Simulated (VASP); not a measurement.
Wanted: the native input for a VASP 6.6.1 run.

* Task: single point
* Functional: PBE
* Potentials or basis: VASP PAW PBE potentials, release 64 (Sn_d, O)
* Cutoff: 600 eV
* k mesh: 6 × 6 × 6
* Occupations: gaussian, width 0.2 eV
* Spin: no spin polarisation
* Dipole correction: no
* Further INCAR settings: ALGO = Normal; EDIFF = 1e-06; NBANDS = 24

The structure of SnO3 lies in POSCAR:

```
SnO3
1.0
   -2.2140767360      2.2140767360      2.2140767360
    2.2140767360     -2.2140767360      2.2140767360
    2.2140767360      2.2140767360     -2.2140767360
Sn O
1 3
Direct
    0.0000000000      0.0000000000      0.0000000000
    0.0000000000      0.5000000000      0.5000000000
    0.5000000000      0.0000000000      0.5000000000
    0.5000000000      0.5000000000      0.0000000000
```

The cell was generated, and may not be a known phase.

These files were run (other wordings do the same):

INCAR

```
  PREC = Accurate
  ENCUT = 600
  EDIFF = 1E-6
  ISMEAR = 0
  SIGMA = 0.2
  LREAL = F
  LASPH = T
  NELM = 120
  ALGO = Normal
  ISIF = 2
  LWAVE = F
  LCHARG = F
  GGA = PE
  NBANDS = 24
  GGA_COMPAT = F
```

KPOINTS

```
Automatic mesh
0
Gamma
  6 6 6
```

Potentials or basis: VASP PAW PBE potentials, release 64 (Sn_d, O).

The run is started by

```sh
$ cat potpaw_PBE.64/Sn_d/POTCAR potpaw_PBE.64/O/POTCAR > POTCAR
$ mpirun -np 1 vasp_std > vasp.out
```

It gave:

- Pressure: -0.4 GPa
- Band gap on the k mesh: zero (bands 16 and 17 overlap by 1.64 eV)

Caveat: spin-orbit coupling is left out, which moves the levels of the heavy elements.

Run time: 19 s on 1 thread of Intel(R) Xeon(R) Platinum 8375C CPU @ 2.90GHz (Ice Lake) (shared host), peak memory 0.17 GiB.
